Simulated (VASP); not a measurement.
# Mg2BiAs2 (Immm) in VASP: single point with PBEsol

Aim: the single point of Mg2BiAs2 with PBEsol.

Program: VASP 6.6.1. These are calculated values, not measurements. Logs are shortened: lines on timing, memory, paths and dates and some standing lists are left out, and cuts for length are marked.

**1. The cell of the first run**

Symmetry: Immm, No. 71, orthorhombic system. The conventional cell has a = 3.863 Å, b = 7.364 Å, c = 7.873 Å, α = 90.00°, β = 90.00°, γ = 90.00°. Mg (site symmetry mm2) has 6 As at 2.87 to 3.26 Å and 4 Bi at 3.07 to 3.99 Å and 3 Mg at 3.10 to 3.86 Å within 4.0 Å. As (site symmetry m2m) has 6 Mg at 2.87 to 3.26 Å and 3 As at 2.91 to 3.86 Å and 2 Bi at 2.95 Å within 3.9 Å. Within 4.0 Å of Bi (site symmetry mmm) lie 4 As at 2.95 Å and 8 Mg at 3.07 to 3.99 Å and 2 Bi at 3.86 Å.

**2. Single point, PBEsol**

Input file INCAR:

```
ALGO = Fast ; EDIFF = 1E-7
ENCUT = 520 ; GGA = PS
ISIF = 2 ; ISMEAR = 0
LASPH = T ; LCHARG = F
LREAL = F ; LWAVE = F
NBANDS = 22 ; NELM = 60
PREC = Accurate ; SIGMA = 0.1
```

Input file KPOINTS:

```
k-points
0
Gamma
  10 10 10
```

Input file POSCAR:

```
Mg2BiAs2
1.0
   -1.9313685320      3.6820046130      3.9366791795
    1.9313685320     -3.6820046130      3.9366791795
    1.9313685320      3.6820046130     -3.9366791795
Mg As Bi
2 2 1
Direct
    0.6968466176      0.1968466176      0.5000000000
    0.3031533824      0.8031533824      0.5000000000
    0.6978858834      0.5000000000      0.1978858834
    0.3021141166      0.5000000000      0.8021141166
    0.0000000000      0.0000000000      0.0000000000
```

Potentials or basis: VASP PAW PBE potentials, release 64 (Mg, As, Bi_d).

The run is started by

```sh
cat potpaw_PBE.64/Mg/POTCAR potpaw_PBE.64/As/POTCAR potpaw_PBE.64/Bi_d/POTCAR > POTCAR
mpirun -np 1 vasp_std > vasp.out
```

OUTCAR:

```text
EDIFF = 1E-7
   ENCUT = 520
   GGA = PS
   ISIF = 2
   ISMEAR = 0
   LASPH = T
   LREAL = F
   NELM = 60
   PREC = Accurate

 ion  position               nearest neighbor table
   1  0.697  0.197  0.500-   3 2.87   4 2.87   3 2.87   4 2.87   5 3.07   5 3.07   2 3.10   4 3.26
                             3 3.26
   2  0.303  0.803  0.500-   4 2.87   3 2.87   4 2.87   3 2.87   5 3.07   5 3.07   1 3.10   4 3.26
                             3 3.26
   3  0.698  0.500  0.198-   1 2.87   2 2.87   1 2.87   2 2.87   4 2.91   5 2.95   5 2.95   1 3.26
                             2 3.26
   4  0.302  0.500  0.802-   2 2.87   1 2.87   2 2.87   1 2.87   3 2.91   5 2.95   5 2.95   2 3.26
                             1 3.26
   5  0.000  0.000  0.000-   4 2.95   3 2.95   4 2.95   3 2.95   2 3.07   1 3.07   1 3.07   2 3.07

  LATTYP: Found a body centered orthorhombic cell.
 ALAT       =     3.8627370640
 B/A-ratio  =     1.9064225972
 C/A-ratio  =     2.0382848298

  Lattice vectors:

 A1 = (  -1.9313685320,   3.6820046130,   3.9366791795)
 A2 = (   1.9313685320,  -3.6820046130,   3.9366791795)
 A3 = (   1.9313685320,   3.6820046130,  -3.9366791795)

Analysis of symmetry for initial positions (statically):
=====================================================================
 Subroutine PRICEL returns:
 Original cell was already a primitive cell.

 Routine SETGRP: Setting up the symmetry group for a
 body centered orthorhombic supercell.

 Subroutine GETGRP returns: Found  8 space group operations
 (whereof  8 operations were pure point group operations)
 out of a pool of  8 trial point group operations.

The static configuration has the point symmetry D_2h.

Analysis of symmetry for dynamics (positions and initial velocities):
=====================================================================
 Subroutine PRICEL returns:
 Original cell was already a primitive cell.

 Routine SETGRP: Setting up the symmetry group for a
 body centered orthorhombic supercell.

 Subroutine GETGRP returns: Found  8 space group operations
 (whereof  8 operations were pure point group operations)
 out of a pool of  8 trial point group operations.

The dynamic configuration has the point symmetry D_2h.

 Subroutine INISYM returns: Found  8 space group operations
 (whereof  8 operations are pure point group operations),
 and found     1 'primitive' translations

----------------------------------------------------------------------------------------

                                     Primitive cell

  volume of cell :     111.9798

  direct lattice vectors                    reciprocal lattice vectors
    -1.931368532  3.682004613  3.936679180     0.000000000  0.135795593  0.127010604
     1.931368532 -3.682004613  3.936679180     0.258883787  0.000000000  0.127010604
     1.931368532  3.682004613 -3.936679180     0.258883787  0.135795593  0.000000000

  length of vectors
     5.725799974  5.725799974  5.725799974     0.185935840  0.288361767  0.292337576

  position of ions in fractional coordinates (direct lattice)
     0.696846618  0.196846618  0.500000000
     0.303153382  0.803153382  0.500000000
     0.697885883  0.500000000  0.197885883
     0.302114117  0.500000000  0.802114117
     0.000000000  0.000000000  0.000000000

  ion indices of the primitive-cell ions
   primitive index   ion index
                 1           1
                 2           2
                 3           3
                 4           4
                 5           5

----------------------------------------------------------------------------------------

 KPOINTS: k-points

Automatic generation of k-mesh.
 Grid dimensions read from file:
 generate k-points for:   10   10   10

 Generating k-lattice:

  Cartesian coordinates                     Fractional coordinates (reciprocal lattice)
     0.000000000  0.013579559  0.012701060     0.100000000  0.000000000  0.000000000
     0.025888379  0.000000000  0.012701060     0.000000000  0.100000000  0.000000000
     0.025888379  0.013579559  0.000000000     0.000000000  0.000000000  0.100000000

  Length of vectors
     0.018593584  0.028836177  0.029233758

  Shift w.r.t. Gamma in fractional coordinates (k-lattice)
     0.000000000  0.000000000  0.000000000

 Subroutine IBZKPT returns following result:
 ===========================================

 Found    171 irreducible k-points:

 Following reciprocal coordinates:
            Coordinates               Weight
  0.000000  0.000000  0.000000      1.000000
  0.100000 -0.000000  0.000000      4.000000
  0.200000 -0.000000  0.000000      4.000000
  0.300000  0.000000 -0.000000      4.000000
  0.400000 -0.000000  0.000000      4.000000
  0.500000 -0.000000  0.000000      2.000000
[... 16 lines left out ...]
 -0.400000  0.200000 -0.000000      8.000000
 -0.300000  0.200000 -0.000000      8.000000
 [... further k-points ...]
   k-points           NKPTS =    171   k-points in BZ     NKDIM =    171   number of bands    NBANDS=     22
   number of dos      NEDOS =    301   number of ions     NIONS =      5
   total plane-waves  NPLWV = 110592
   dimension x,y,z NGX =    48 NGY =   48 NGZ =   48
   dimension x,y,z NGXF=    96 NGYF=   96 NGZF=   96
   ions per type =               2   2   1
   NGX,Y,Z   is equivalent  to a cutoff of  13.94, 13.94, 13.94 a.u.
   NGXF,Y,Z  is equivalent  to a cutoff of  27.87, 27.87, 27.87 a.u.
 SYSTEM =  unknown system
   PREC   = accura    normal or accurate (medium, high low for compatibility)
   ISTART =      0    job   : 0-new  1-cont  2-samecut
   ICHARG =      2    charge: 1-file 2-atom 10-const
   ISPIN  =      1    spin polarized calculation?
   LNONCOLLINEAR =      F non collinear calculations
   LSORBIT =      F    spin-orbit coupling
   LASPH  =      T    aspherical Exc in radial PAW
   ENCUT  =  520.0 eV  38.22 Ry    6.18 a.u.  10.65 10.65 10.65*2*pi/ulx,y,z
   NELM   =     60;   NELMIN=  2; NELMDL= -5     # of ELM steps
   EDIFF  = 0.1E-06   stopping-criterion for ELM
   LREAL  =      F    real-space projection
   EDIFFG = 0.1E-05   stopping-criterion for IOM
   NSW    =      0    number of steps for IOM
   IBRION =     -1    ionic relax: 0-MD 1-quasi-New 2-CG
   NFREE  =      0    steps in history (QN), initial steepest desc. (CG)
   ISIF   =      2    stress and relaxation
   ISYM   =      2    0-nonsym 1-usesym 2-fastsym
   POTIM  = 0.5000    time-step for ionic-motion
   TEBEG  =    0.0;   TEEND  =   0.0 temperature during run
   PSTRESS=    0.0 pullay stress
   NELECT =      29.0000    total number of electrons
   NUPDOWN=      -1.0000    fix difference up-down
   EMIN   =  10.00;   EMAX   =-10.00  energy-range for DOS
   EFERMI =   0.00;   METHOD = LEGACY
   ISMEAR =     0;   SIGMA  =   0.10  broadening in eV -4-tet -1-fermi 0-gaus
   EFERMI_NEDOS =   21; number of points for ismear=-14 and -15
   IALGO  =     68    algorithm
   IMIX   =      4    mixing-type and parameters
     AMIX     =   0.40;   BMIX     =  1.00
     AMIX_MAG =   1.60;   BMIX_MAG =  1.00
  volume/ion in A,a.u.               =      22.40       151.14
  Fermi-wavevector in a.u.,A,eV,Ry     =   1.043505  1.971938 14.815407  1.088902
  Thomas-Fermi vector in A             =   2.178217
   LORBIT       =      0    0 simple, 1 ext, 2 COOP (PROOUT), +10 PAW based schemes
   GGA     = PS    functional components
   LHFCALC =     F    Hartree Fock is set to
   AEXX    =    0.0000 exact exchange contribution
   IVDW    =     0    specifies the selected vdW correction
   LEPSILON=     F    determine dielectric tensor
   LRPA    =     F    only Hartree local field effects (RPA)
 non-spin polarized calculation
 RMM-DIIS sequential band-by-band and
 Gauss-broadening in eV      SIGMA  =   0.10
  energy-cutoff  :      520.00
  volume of cell :      111.98
 maximum number of plane-waves:      3045
 NGX is ok and might be reduce to    48
   NGX = 21   NGY = 21   NGZ = 21

 number of electron      29.0000004 magnetization

 Free energy of the ion-electron system (eV)
  ---------------------------------------------------
  ext. energy  EPLUGINS =         0.00000000
  ---------------------------------------------------
  free energy    TOTEN  =       -18.75319905 eV

  energy without entropy =      -18.74177388  energy(sigma->0) =      -18.74748647

 E-fermi :   5.2638     XC(G=0):  -9.8383

 val. band max:        5.2635020513   @ k =  -0.4000   0.5000   0.1000
 cond. band min:       5.2653175331   @ k =   0.5000  -0.4000   0.3000
 fundamental gap:      0.0018154818
 Fermi energy:         5.2637747314

 k-point     1 :       0.0000    0.0000    0.0000
  band No.  band energies     occupation
      1     -17.5601      2.00000
      2     -17.5404      2.00000
      3     -17.4600      2.00000
      4     -17.4546      2.00000
      5     -17.4485      2.00000
      6      -7.9456      2.00000
[... 14 lines left out ...]
     21       9.8753      0.00000
     22       9.9939      0.00000

 k-point     2 :       0.1000   -0.0000    0.0000
  band No.  band energies     occupation
      1     -17.5601      2.00000
      2     -17.5404      2.00000
      3     -17.4600      2.00000
      4     -17.4545      2.00000
      5     -17.4485      2.00000
      6      -7.9112      2.00000
[... 14 lines left out ...]
     21      10.0372      0.00000
     22      10.0754      0.00000

 k-point     3 :       0.2000   -0.0000    0.0000
  band No.  band energies     occupation
      1     -17.5601      2.00000
      2     -17.5403      2.00000
      3     -17.4600      2.00000
      4     -17.4544      2.00000
      5     -17.4486      2.00000
      6      -7.8111      2.00000
[... 14 lines left out ...]
     21      10.3173      0.00000
     22      10.4586      0.00000

 k-point     4 :       0.3000    0.0000   -0.0000
  band No.  band energies     occupation
      1     -17.5601      2.00000
      2     -17.5403      2.00000
      3     -17.4599      2.00000
      4     -17.4542      2.00000
      5     -17.4487      2.00000
      6      -7.6573      2.00000
[... 14 lines left out ...]
     21      10.7120      0.00000
     22      10.9572      0.00000

 k-point     5 :       0.4000   -0.0000    0.0000
  band No.  band energies     occupation
      1     -17.5601      2.00000
      2     -17.5403      2.00000
      3     -17.4599      2.00000
      4     -17.4540      2.00000
      5     -17.4488      2.00000
      6      -7.4853      2.00000
[... 14 lines left out ...]
     21      10.9085      0.00000
     22      11.2866      0.00000

 k-point     6 :       0.5000   -0.0000    0.0000
  band No.  band energies     occupation
      1     -17.5601      2.00000
      2     -17.5402      2.00000
      3     -17.4599      2.00000
      4     -17.4539      2.00000
      5     -17.4489      2.00000
      6      -7.3949      2.00000
[... 14 lines left out ...]
     21      10.6466      0.00000
     22      10.9549      0.00000

 k-point     7 :       0.0000    0.1000   -0.0000
  band No.  band energies     occupation
      1     -17.5559      2.00000
      2     -17.5433      2.00000
      3     -17.4619      2.00000
      4     -17.4543      2.00000
      5     -17.4462      2.00000
      6      -7.8457      2.00000
[... 324 lines left out ...]
      6      -7.1780      2.00000
[... 14 lines left out ...]
     21      10.0403      0.00000
     22      10.9362      0.00000

 k-point    21 :       0.4000    0.2000   -0.0000
  band No.  band energies     occupation
      1     -17.5509      2.00000
      2     -17.5457      2.00000
      3     -17.4669      2.00000
      4     -17.4531      2.00000
      5     -17.4399      2.00000
      6      -7.0405      2.00000
[... 14 lines left out ...]
     21       9.8736      0.00000
     22      10.6750      0.00000

 k-point    22 :       0.5000    0.2000   -0.0000
  band No.  band energies     occupation
      1     -17.5509      2.00000
      2     -17.5457      2.00000
      3     -17.4669      2.00000
      4     -17.4532      2.00000
      5     -17.4399      2.00000
      6      -7.0595      2.00000
[... 14 lines left out ...]
     21      10.0213      0.00000
     22      10.1808      0.00000

 k-point    23 :      -0.4000    0.2000   -0.0000
  band No.  band energies     occupation
      1     -17.5509      2.00000
      2     -17.5457      2.00000
      3     -17.4670      2.00000
      4     -17.4533      2.00000
      5     -17.4398      2.00000
      6      -7.2184      2.00000
[... 14 lines left out ...]
     21      10.1284      0.00000
     22      10.9233      0.00000

 k-point    24 :      -0.3000    0.2000   -0.0000
  band No.  band energies     occupation
      1     -17.5509      2.00000
      2     -17.5457      2.00000
      3     -17.4670      2.00000
      4     -17.4535      2.00000
      5     -17.4397      2.00000
      6      -7.3850      2.00000
[... 14 lines left out ...]
     21      10.9574      0.00000
     22      11.3054      0.00000

 [... further k-points ...]

------------------------ aborting loop because EDIFF is reached ----------------------------------------

  FORCE on cell =-STRESS in cart. coord.  units (eV):
  Direction    XX          YY          ZZ          XY          YZ          ZX
  --------------------------------------------------------------------------------------
  -------------------------------------------------------------------------------------
  Total       -0.0507988      0.0224408     -0.0617491      0.0000000      0.0000000      0.0000000
  in kB       -0.7268159      0.3210772     -0.8834903      0.0000000      0.0000000      0.0000000
  external PRESSURE =      -0.4297430 kB  Pullay stress =       0.0000000 kB

 VOLUME and BASIS-vectors are now :
 -----------------------------------------------------------------------------
  energy-cutoff  :      520.00
  volume of cell :      111.98
      direct lattice vectors                 reciprocal lattice vectors
    -1.931368532  3.682004613  3.936679180     0.000000000  0.135795593  0.127010604
     1.931368532 -3.682004613  3.936679180     0.258883787  0.000000000  0.127010604
     1.931368532  3.682004613 -3.936679180     0.258883787  0.135795593  0.000000000

 POSITION                                       TOTAL-FORCE (eV/Angst)
 -----------------------------------------------------------------------------------
      0.00000      3.68200      1.54984        -0.000000     -0.000000      0.000173
      1.93137     -0.00000      2.38684        -0.000000      0.000000     -0.000173
      0.00000      1.45723      3.93668         0.000000     -0.001807      0.000000
      1.93137      2.22477      0.00000         0.000000      0.001807      0.000000
      0.00000      0.00000      0.00000         0.000000     -0.000000      0.000000
 -----------------------------------------------------------------------------------
    total drift:                                0.000000     -0.000000     -0.000000

  FREE ENERGIE OF THE ION-ELECTRON SYSTEM (eV)
  ---------------------------------------------------
  free  energy   TOTEN  =       -18.7531990503 eV

  energy  without entropy=      -18.7417738842  energy(sigma->0) =      -18.74748647
```

It took 8.7 min on 1 thread of AMD EPYC 9R45 (Zen 5), shared host; peak memory 0.63 GiB.

Results:

- Free energy: -18.7532 eV
- Pressure: 0.0 GPa
- Band gap on the k mesh: zero (an odd number of electrons rules out a gap without spin polarisation)

Stress tensor (GPa, compression positive):
```
-0.07  0.00  0.00
 0.00  0.03  0.00
 0.00  0.00 -0.09
```

Levels at points of the mesh, in eV from the Fermi level:
| k point | band 11 | band 12 | band 13 | band 14 | band 15 | band 16 | band 17 | band 18 | band 19 | band 20 |
| --- | --- | --- | --- | --- | --- | --- | --- | --- | --- | --- |
| (0.00, 0.00, 0.00) | -2.45 | -2.02 | -1.67 | -1.60 | 0.00 | 0.57 | 1.19 | 2.53 | 2.91 | 4.42 |
| (0.50, 0.00, 0.00) | -3.63 | -1.40 | -1.14 | 0.10 | 0.73 | 1.19 | 2.88 | 3.08 | 4.35 | 4.68 |
| (0.00, 0.50, 0.00) | -4.51 | -2.61 | -2.01 | -0.92 | 0.85 | 0.95 | 1.72 | 2.13 | 2.80 | 2.82 |
| (0.50, 0.50, 0.00) | -3.55 | -3.07 | -2.18 | -1.85 | -0.19 | -0.08 | 1.93 | 3.61 | 3.65 | 3.74 |
| (0.50, 0.50, 0.50) | -2.25 | -1.13 | -0.19 | 0.46 | 0.64 | 1.97 | 2.04 | 2.33 | 3.80 | 4.31 |

Caveat: the PAW data sets were made with another functional, which shifts forces and pressure a little; spin-orbit coupling is left out, which moves the levels of the heavy elements.
